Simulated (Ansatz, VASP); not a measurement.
# In: VASP beside Ansatz

The input INCAR:

```
SYSTEM = In
PREC = Accurate
ENCUT = 600
EDIFF = 1E-6
ISMEAR = 0
SIGMA = 0.1
LREAL = .False.
LASPH = .True.
NELM = 60
ALGO = Fast
ISIF = 3
LWAVE = .False.
LCHARG = .False.
GGA = PE
IBRION = 2
NSW = 80
EDIFFG = -0.01
```

The input KPOINTS:

```
regular mesh
0
Gamma
  15 15 8
  0 0 0
```

File POSCAR:

```
In
1.0
    3.4813953038      0.0000000000      0.0000000000
   -1.7406976518      3.0149767737      0.0000000000
    0.0000000000      0.0000000000      5.2493801039
In
2
Direct
    0.3333333333      0.6666666667      0.2500000000
    0.6666666667      0.3333333333      0.7500000000
```

Input for Ansatz:

```yaml
crystal:
  lattice:
    - [3.4813953038, 0.0, 0.0]
    - [-1.7406976518, 3.0149767737, 0.0]
    - [0.0, 0.0, 5.2493801039]
  atoms:
    - { symbol: In, position: [0.3333333333, 0.6666666667, 0.25] }
    - { symbol: In, position: [0.6666666667, 0.3333333333, 0.75] }
basis:
  ecutwfc: 420
kpoints:
  mp_grid: { grid: [15, 15, 8] }
hamiltonian:
  xc: pbe
scf:
  occupations: { method: gaussian, width: 0.1 }
output:
  forces: true
  stress: true
  eigenvalues: true
relax:
  adjacent_minimum: "off"
  f_tol: 0.01
  max_steps: 60
  cell: { stress_tol: 0.1 }
```

Alike in both runs: task relaxation of cell and atoms; functional PBE; k mesh 15 × 15 × 8; occupations gaussian, width 0.1 eV; no spin polarisation.

|  | VASP | Ansatz |
| --- | --- | --- |
| version | VASP 6.6.1 | Ansatz 0.2.0 |
| potentials or method | VASP PAW PBE potentials, release 64 (In_d), cutoff 600 eV | scalar-relativistic, plane waves, PAW |
| valence electrons in the cell | 26 | 26 |

```tsv
	VASP	Ansatz	Ansatz less VASP
gap on the k mesh at the Fermi level, each at its own relaxed structure (eV)	none	none	-
relaxed volume (Å³/atom)	27.75	27.72	-0.029
relaxed length of the cell vector where the two differ most in proportion (Å)	5.504	5.543	+0.0392
```

A gap of «none» marks a metal or a gap that the smearing closes.
